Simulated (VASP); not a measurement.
# Ag (Fm-3m) in VASP: further runs

Aim: see how the results for Ag move with the level of theory and the settings. Levels: revPBE, LDA. Tasks: single point, relaxation of cell and atoms.

Everything below comes from runs of VASP 6.6.1. Logs are shortened: lines on timing, memory, paths and dates and some standing lists are left out, and cuts for length are marked.

### 1 The cell of the first run

The structure is cubic, space group Fm-3m (No. 225). The conventional cell has a = 4.191 Å, b = 4.191 Å, c = 4.191 Å, α = 90.00°, β = 90.00°, γ = 90.00°. Within 3.9 Å of Ag (site symmetry m-3m) lie 12 Ag at 2.96 Å.

### 2 Single point, revPBE

INCAR

```
  PREC = Accurate
  ENCUT = 520
  EDIFF = 1E-7
  ISMEAR = -1
  SIGMA = 0.05
  LREAL = False
  LASPH = True
  NELM = 80
  ALGO = Normal
  ISIF = 2
  LWAVE = False
  LCHARG = True
  GGA = RE
  LELF = True
  LVHAR = True
  NBANDS = 12
```

KPOINTS

```
Automatic mesh
0
Gamma
  11 11 11
```

POSCAR

```
Ag
1.0
    0.0000000000      2.0954906005      2.0954906005
    2.0954906005      0.0000000000      2.0954906005
    2.0954906005      2.0954906005      0.0000000000
Ag
1
Direct
    0.0000000000      0.0000000000      0.0000000000
```

Potentials or basis: VASP PAW PBE potentials, release 64 (Ag).

On the command line:

```
$ cat potpaw_PBE.64/Ag/POTCAR > POTCAR
$ mpirun -np 1 vasp_std > vasp.out
```

OUTCAR:

```text
PREC = Accurate
   ENCUT = 520
   EDIFF = 1E-7
   ISMEAR = -1
   LREAL = False
   LASPH = True
   NELM = 80
   ISIF = 2
   GGA = RE

 ion  position               nearest neighbor table
   1  0.000  0.000  0.000-

  LATTYP: Found a face centered cubic cell.
 ALAT       =     4.1909812010

  Lattice vectors:

 A1 = (   0.0000000000,   2.0954906005,   2.0954906005)
 A2 = (   2.0954906005,   0.0000000000,   2.0954906005)
 A3 = (   2.0954906005,   2.0954906005,   0.0000000000)

Analysis of symmetry for initial positions (statically):
=====================================================================
 Subroutine PRICEL returns:
 Original cell was already a primitive cell.

 Routine SETGRP: Setting up the symmetry group for a
 face centered cubic supercell.

 Subroutine GETGRP returns: Found 48 space group operations
 (whereof 48 operations were pure point group operations)
 out of a pool of 48 trial point group operations.

The static configuration has the point symmetry O_h .

Analysis of symmetry for dynamics (positions and initial velocities):
=====================================================================
 Subroutine PRICEL returns:
 Original cell was already a primitive cell.

 Routine SETGRP: Setting up the symmetry group for a
 face centered cubic supercell.

 Subroutine GETGRP returns: Found 48 space group operations
 (whereof 48 operations were pure point group operations)
 out of a pool of 48 trial point group operations.

The dynamic configuration has the point symmetry O_h .

 Subroutine INISYM returns: Found 48 space group operations
 (whereof 48 operations are pure point group operations),
 and found     1 'primitive' translations

----------------------------------------------------------------------------------------

                                     Primitive cell

  volume of cell :      18.4029

  direct lattice vectors                    reciprocal lattice vectors
     0.000000000  2.095490600  2.095490600    -0.238607608  0.238607608  0.238607608
     2.095490600  0.000000000  2.095490600     0.238607608 -0.238607608  0.238607608
     2.095490600  2.095490600  0.000000000     0.238607608  0.238607608 -0.238607608

  length of vectors
     2.963471227  2.963471227  2.963471227     0.413280500  0.413280500  0.413280500

  position of ions in fractional coordinates (direct lattice)
     0.000000000  0.000000000  0.000000000

  ion indices of the primitive-cell ions
[... 75 lines left out ...]
   LREAL  =      F    real-space projection
   EDIFFG = 0.1E-05   stopping-criterion for IOM
   NSW    =      0    number of steps for IOM
   IBRION =     -1    ionic relax: 0-MD 1-quasi-New 2-CG
   NFREE  =      0    steps in history (QN), initial steepest desc. (CG)
   ISIF   =      2    stress and relaxation
   ISYM   =      2    0-nonsym 1-usesym 2-fastsym
   POTIM  = 0.5000    time-step for ionic-motion
   TEBEG  =    0.0;   TEEND  =   0.0 temperature during run
   PSTRESS=    0.0 pullay stress
   NELECT =      11.0000    total number of electrons
   NUPDOWN=      -1.0000    fix difference up-down
   EMIN   =  10.00;   EMAX   =-10.00  energy-range for DOS
   EFERMI =   0.00;   METHOD = LEGACY
   ISMEAR =    -1;   SIGMA  =   0.05  broadening in eV -4-tet -1-fermi 0-gaus
   EFERMI_NEDOS =   21; number of points for ismear=-14 and -15
   IALGO  =     38    algorithm
   IMIX   =      4    mixing-type and parameters
     AMIX     =   0.40;   BMIX     =  1.00
     AMIX_MAG =   1.60;   BMIX_MAG =  1.00
  volume/ion in A,a.u.               =      18.40       124.19
  Fermi-wavevector in a.u.,A,eV,Ry     =   1.379039  2.606007 25.874875  1.901750
  Thomas-Fermi vector in A             =   2.504046
   LORBIT       =      0    0 simple, 1 ext, 2 COOP (PROOUT), +10 PAW based schemes
   GGA     = RE    functional components
   LHFCALC =     F    Hartree Fock is set to
   AEXX    =    0.0000 exact exchange contribution
   IVDW    =     0    specifies the selected vdW correction
   LEPSILON=     F    determine dielectric tensor
   LRPA    =     F    only Hartree local field effects (RPA)
 non-spin polarized calculation
  energy-cutoff  :      520.00
  volume of cell :       18.40
 maximum number of plane-waves:       531
 NGX is ok and might be reduce to    24
   NGX = 11   NGY = 11   NGZ = 11

 number of electron      11.0000002 magnetization

 Free energy of the ion-electron system (eV)
  ---------------------------------------------------
  ext. energy  EPLUGINS =         0.00000000
  ---------------------------------------------------
  free energy    TOTEN  =        -2.29848217 eV

  energy without entropy =       -2.29447340  energy(sigma->0) =       -2.29647778

 E-fermi :   7.8087     XC(G=0): -11.6592

 val. band max:        7.8003283342   @ k =  -0.2727   0.2727   0.0000
 cond. band min:       7.8489097171   @ k =  -0.4545   0.0909   0.0000
 fundamental gap:      0.0485813829
 Fermi energy:         7.8086601727

 k-point     1 :       0.0000    0.0000    0.0000
  band No.  band energies     occupation
      1       0.3196      2.00000
      2       2.9576      2.00000
      3       2.9576      2.00000
      4       2.9576      2.00000
      5       3.8547      2.00000
      6       3.8547      2.00000
      7      23.3471      0.00000
      8      26.5068      0.00000
      9      26.5068      0.00000
     10      26.5068      0.00000
     11      31.0834      0.00000
     12      31.8111      0.00000
[... 331 lines left out ...]
 k-point    24 :      -0.1818    0.1818    0.0000
  band No.  band energies     occupation
      1       2.2046      2.00000
      2       2.6179      2.00000
      3       3.1659      2.00000
      4       3.4951      2.00000
      5       3.5230      2.00000
      6       4.9223      2.00000
      7      18.8992      0.00000
      8      19.2481      0.00000
      9      25.5798      0.00000
     10      27.4159      0.00000
     11      27.6297      0.00000
     12      30.9751      0.00000

 [... further k-points ...]
[... 5 lines left out ...]
  --------------------------------------------------------------------------------------
  -------------------------------------------------------------------------------------
  Total       -0.0049567     -0.0049567     -0.0049567     -0.0000000      0.0000000      0.0000000
  in kB       -0.4315350     -0.4315350     -0.4315350     -0.0000000      0.0000000      0.0000000
  external PRESSURE =      -0.4315350 kB  Pullay stress =       0.0000000 kB

 VOLUME and BASIS-vectors are now :
 -----------------------------------------------------------------------------
  energy-cutoff  :      520.00
  volume of cell :       18.40
      direct lattice vectors                 reciprocal lattice vectors
     0.000000000  2.095490600  2.095490600    -0.238607608  0.238607608  0.238607608
     2.095490600  0.000000000  2.095490600     0.238607608 -0.238607608  0.238607608
     2.095490600  2.095490600  0.000000000     0.238607608  0.238607608 -0.238607608

 POSITION                                       TOTAL-FORCE (eV/Angst)
 -----------------------------------------------------------------------------------
      0.00000      0.00000      0.00000         0.000000      0.000000      0.000000
 -----------------------------------------------------------------------------------
    total drift:                               -0.000000      0.000000      0.000000

  FREE ENERGIE OF THE ION-ELECTRON SYSTEM (eV)
  ---------------------------------------------------
  free  energy   TOTEN  =        -2.2984821704 eV

  energy  without entropy=       -2.2944733955  energy(sigma->0) =       -2.29647778
```

OSZICAR:

```text
N       E                     dE             d eps       ncg     rms          rms(c)
DAV:   1     0.548739205856E+02    0.54874E+02   -0.54378E+03  1360   0.822E+02
DAV:   2    -0.161693359771E+01   -0.56491E+02   -0.52345E+02  1520   0.194E+02
DAV:   3    -0.248971363510E+01   -0.87278E+00   -0.87239E+00  1628   0.258E+01
DAV:   4    -0.249250505435E+01   -0.27914E-02   -0.27913E-02  1524   0.152E+00
DAV:   5    -0.249252931383E+01   -0.24259E-04   -0.24260E-04  1632   0.126E-01    0.416E+00
DAV:   6    -0.230436621265E+01    0.18816E+00   -0.76822E-01  1484   0.781E+00    0.290E+00
DAV:   7    -0.229999467408E+01    0.43715E-02   -0.64970E-03  1580   0.784E-01    0.168E+00
DAV:   8    -0.229846321748E+01    0.15315E-02   -0.95188E-04  1480   0.262E-01    0.742E-02
DAV:   9    -0.229847421779E+01   -0.11000E-04   -0.10250E-05  1620   0.243E-02    0.294E-02
DAV:  10    -0.229848265553E+01   -0.84377E-05   -0.69756E-06  1504   0.263E-02    0.502E-03
DAV:  11    -0.229848222443E+01    0.43110E-06   -0.97862E-08  1548   0.264E-03    0.840E-04
DAV:  12    -0.229848217036E+01    0.54074E-07   -0.78858E-09   836   0.797E-04
   1 F= -.22984822E+01 E0= -.22964778E+01  d E =-.400877E-02
```

stdout:

```text
POSCAR found type information on POSCAR Ag
 POSCAR found :  1 types and       1 ions
 scaLAPACK will be used
 -----------------------------------------------------------------------------
|                                                                             |
|                                                                             |
|     You enforced a specific xc type in the INCAR file but a different       |
|     I HOPE YOU KNOW WHAT YOU ARE DOING!                                     |
|                                                                             |
 -----------------------------------------------------------------------------

 LDA part: xc-table for (Slater+PW92), standard interpolation
 POSCAR, INCAR and KPOINTS ok, starting setup
 FFT: planning ... GRIDC
 FFT: planning ... GRID_SOFT
 FFT: planning ... GRID
 WAVECAR not read
 entering main loop
```

Wall time 5.9 s (1 thread of Intel Xeon 6975P-C, shared host); peak memory 0.14 GiB.

What came out:

| Property | Result |
| --- | --- |
| Free energy | -2.2985 eV |
| Pressure | 0.0 GPa |

Caveat: the PAW data sets were made with another functional, which shifts forces and pressure a little.

### 3 Relaxation of cell and atoms, revPBE

This run uses another cell than the first one, of 17.05 Å³/atom, 0.926 times its volume.

INCAR

```
PREC = Accurate
ENCUT = 600
EDIFF = 1E-6
ISMEAR = -1
SIGMA = 0.05
LREAL = False
LASPH = True
NELM = 60
ALGO = Normal
ISIF = 3
LWAVE = False
LCHARG = False
GGA = RE
IBRION = 2
NSW = 80
EDIFFG = -0.02
```

KPOINTS

```
regular mesh
0
Gamma
  11 11 11
```

POSCAR

```
Ag
1.0
    0.0000000000      2.0427500000      2.0427500000
    2.0427500000      0.0000000000      2.0427500000
    2.0427500000      2.0427500000      0.0000000000
Ag
1
Direct
    0.0000000000      0.0000000000      0.0000000000
```

Potentials or basis: VASP PAW PBE potentials, release 64 (Ag).

On the command line:

```
$ cat potpaw_PBE.64/Ag/POTCAR > POTCAR
$ mpirun -np 1 vasp_std > vasp.out
```

OUTCAR:

```text
PREC = Accurate
   ENCUT = 600
   EDIFF = 1E-6
   ISMEAR = -1
   LREAL = False
   LASPH = True
   NELM = 60
   ISIF = 3
   GGA = RE
   IBRION = 2
   NSW = 80
   EDIFFG = -0.02

 ion  position               nearest neighbor table
   1  0.000  0.000  0.000-

  LATTYP: Found a face centered cubic cell.
 ALAT       =     4.0855000000

  Lattice vectors:

 A1 = (   0.0000000000,   2.0427500000,   2.0427500000)
 A2 = (   2.0427500000,   0.0000000000,   2.0427500000)
 A3 = (   2.0427500000,   2.0427500000,   0.0000000000)

Analysis of symmetry for initial positions (statically):
=====================================================================
 Subroutine PRICEL returns:
 Original cell was already a primitive cell.

 Routine SETGRP: Setting up the symmetry group for a
 face centered cubic supercell.

 Subroutine GETGRP returns: Found 48 space group operations
 (whereof 48 operations were pure point group operations)
 out of a pool of 48 trial point group operations.

The static configuration has the point symmetry O_h .

Analysis of symmetry for dynamics (positions and initial velocities):
[... 164 lines left out ...]
  -------------------------------------------------------------------------------------
  Total        0.7672034      0.7672034      0.7672034     -0.0000000     -0.0000000      0.0000000
  in kB       72.1016946     72.1016946     72.1016946     -0.0000000     -0.0000000      0.0000000
  external PRESSURE =      72.1016946 kB  Pullay stress =       0.0000000 kB
[... 57 lines left out ...]
--------------------------------------- Ionic step        3  -------------------------------------------

 number of electron      11.0000002 magnetization

 Free energy of the ion-electron system (eV)
  ---------------------------------------------------
  ext. energy  EPLUGINS =         0.00000000
  ---------------------------------------------------
  free energy    TOTEN  =        -2.29739679 eV

  energy without entropy =       -2.29339587  energy(sigma->0) =       -2.29539633

 E-fermi :   7.8286     XC(G=0): -11.6689

 val. band max:        7.8221936161   @ k =  -0.2727   0.2727   0.0000
 cond. band min:       7.8668725103   @ k =  -0.4545   0.0909   0.0000
 fundamental gap:      0.0446788942
 Fermi energy:         7.8286359559

 k-point     1 :       0.0000    0.0000    0.0000
  band No.  band energies     occupation
      1       0.3288      2.00000
      2       2.9727      2.00000
      3       2.9727      2.00000
      4       2.9727      2.00000
      5       3.8723      2.00000
      6       3.8723      2.00000
      7      23.3715      0.00000
      8      26.5410      0.00000
      9      26.5410      0.00000
[... 265 lines left out ...]
 k-point    24 :      -0.1818    0.1818    0.0000
  band No.  band energies     occupation
      1       2.2165      2.00000
      2       2.6316      2.00000
      3       3.1810      2.00000
      4       3.5116      2.00000
      5       3.5393      2.00000
      6       4.9415      2.00000
      7      18.9315      0.00000
      8      19.2811      0.00000
      9      25.6123      0.00000

 [... further k-points ...]
[... 5 lines left out ...]
  --------------------------------------------------------------------------------------
  -------------------------------------------------------------------------------------
  Total        0.0046947      0.0046947      0.0046947     -0.0000000     -0.0000000     -0.0000000
  in kB        0.4093918      0.4093918      0.4093918     -0.0000000     -0.0000000     -0.0000000
  external PRESSURE =       0.4093918 kB  Pullay stress =       0.0000000 kB
[... 16 lines left out ...]
  FREE ENERGIE OF THE ION-ELECTRON SYSTEM (eV)
  ---------------------------------------------------
  free  energy   TOTEN  =        -2.2973967944 eV

  energy  without entropy=       -2.2933958691  energy(sigma->0) =       -2.29539633

 reached required accuracy - stopping structural energy minimisation
```

OSZICAR:

```text
N       E                     dE             d eps       ncg     rms          rms(c)
DAV:   1     0.522827707412E+02    0.52283E+02   -0.61737E+03  1016   0.124E+03
[... 21 lines left out ...]
DAV:   1    -0.248758901169E+01   -0.19497E+00   -0.34263E+00  1021   0.224E+01    0.284E+00
DAV:   2    -0.230109122484E+01    0.18650E+00   -0.94357E-01  1021   0.103E+01    0.764E-01
DAV:   3    -0.229833122962E+01    0.27600E-02   -0.46173E-03  1013   0.702E-01    0.496E-01
DAV:   4    -0.229739607066E+01    0.93516E-03   -0.14848E-03  1076   0.355E-01    0.412E-02
DAV:   5    -0.229739360550E+01    0.24652E-05   -0.71411E-06  1031   0.280E-02    0.234E-02
DAV:   6    -0.229739675344E+01   -0.31479E-05   -0.23735E-06  1101   0.164E-02    0.201E-03
DAV:   7    -0.229739679441E+01   -0.40971E-07   -0.28107E-08   518   0.171E-03
   3 F= -.22973968E+01 E0= -.22953963E+01  d E =-.273420E-01
```

CONTCAR:

```text
Ag
   1.00000000000000
    -0.0000000000000000    2.0943593314248194    2.0943593314248194
     2.0943593314248194   -0.0000000000000000    2.0943593314248194
     2.0943593314248194    2.0943593314248194    0.0000000000000000
  Ag
     1
Direct
     0.0000000000000000    0.0000000000000000    0.0000000000000000

  0.00000000E+00  0.00000000E+00  0.00000000E+00
```

It took 13 s on 1 thread of Intel Xeon 6975P-C, shared host; peak memory 0.15 GiB.

What came out:

| Property | Result |
| --- | --- |
| Free energy | -2.2974 eV |
| Relaxed volume | 18.37 Å³/atom |
| Relaxed cell | a = 2.962 Å, b = 2.962 Å, c = 2.962 Å, α = 60.00°, β = 60.00°, γ = 60.00° |
| Space group after relaxing (to 0.05 Å) | Fm-3m (No. 225) |
| Energy gained by relaxing | 27.3 meV/atom |
| Ionic steps | 3 |
| Pressure after relaxing | 0.0 GPa |

Step by step:
| step | energy change (eV) | largest force (eV/Å) | pressure (GPa) | volume (Å³) |
| --- | --- | --- | --- | --- |
| 1 | 0.0000 | 0.0000 | 7.21 | 17.05 |
| 2 | -0.0226 | 0.0000 | -2.33 | 19.01 |
| 3 | -0.0273 | 0.0000 | 0.04 | 18.37 |

Final structure:
```
Ag
1.0
     0.00000    2.09436    2.09436
     2.09436    0.00000    2.09436
     2.09436    2.09436    0.00000
Ag
1
Cartesian
  0.0000 0.0000 0.0000
```

Levels at points of the mesh, in eV from the Fermi level:
| k point | band 2 | band 3 | band 4 | band 5 | band 6 | band 7 | band 8 | band 9 |
| --- | --- | --- | --- | --- | --- | --- | --- | --- |
| (0.00, 0.00, 0.00) | -4.86 | -4.86 | -4.86 | -3.96 | -3.96 | 15.54 | 18.71 | 18.71 |

Caveat: the PAW data sets were made with another functional, which shifts forces and pressure a little. Zero-point motion and thermal expansion aren't in these numbers.

### 4 Single point, LDA

This run uses another cell than the first one, of 15.97 Å³/atom, 0.868 times its volume.

INCAR

```
SYSTEM = Ag
  PREC = Accurate
  ENCUT = 520
  EDIFF = 1E-6
  ISMEAR = -1
  SIGMA = 0.05
  LREAL = .FALSE.
  LASPH = .TRUE.
  NELM = 60
  ALGO = Normal
  ISIF = 2
  LWAVE = .FALSE.
  LCHARG = .FALSE.
  NBANDS = 12
```

KPOINTS

```
regular mesh
0
G
  11 11 11
  0 0 0
```

POSCAR

```
Ag
1.0
    0.0000000000      1.9989519419      1.9989519419
    1.9989519419      0.0000000000      1.9989519419
    1.9989519419      1.9989519419      0.0000000000
Ag
1
Direct
    0.0000000000      0.0000000000      0.0000000000
```

Potentials or basis: VASP PAW LDA potentials, release 64 (Ag).

On the command line:

```
$ cat potpaw_LDA.64/Ag/POTCAR > POTCAR
$ mpirun -np 1 vasp_std > vasp.out
```

It took 6.5 s on 1 thread of Intel Xeon 6975P-C, shared host; peak memory 0.13 GiB.

It converged, with:

* Free energy: -3.7881 eV
* Pressure: 0.1 GPa

Levels at points of the mesh, in eV from the Fermi level:
```tsv
k point	band 4	band 5	band 6	band 7	band 8	band 9
(0.00, 0.00, 0.00)	-5.21	-4.03	-4.03	15.96	19.86	19.86
```

### 5 The runs side by side

| task | level | potentials or basis | cell | cutoff (eV) | gap on the mesh (eV) | pressure (GPa) |
| --- | --- | --- | --- | --- | --- | --- |
| single point | revPBE | VASP PAW PBE potentials, release 64 (Ag) | a = 2.963 Å, angles 60.0°, 1 atom | 520 | none | 0.0 |
| relaxation of cell and atoms | revPBE | VASP PAW PBE potentials, release 64 (Ag) | relaxed from a = 2.889 Å, angles 60.0°, 1 atom | 600 | none | 0.0 |
| single point | LDA | VASP PAW LDA potentials, release 64 (Ag) | a = 2.827 Å, angles 60.0°, 1 atom | 520 | none | 0.1 |

Alike in all rows: no spin polarisation; k mesh 11 × 11 × 11; smearing fermi-dirac 0.05 eV.

Caveats: the PAW data sets were made with another functional, which shifts forces and pressure a little (some runs).

Total energies depend on the potentials used, so only differences within one code and one set of settings carry meaning.
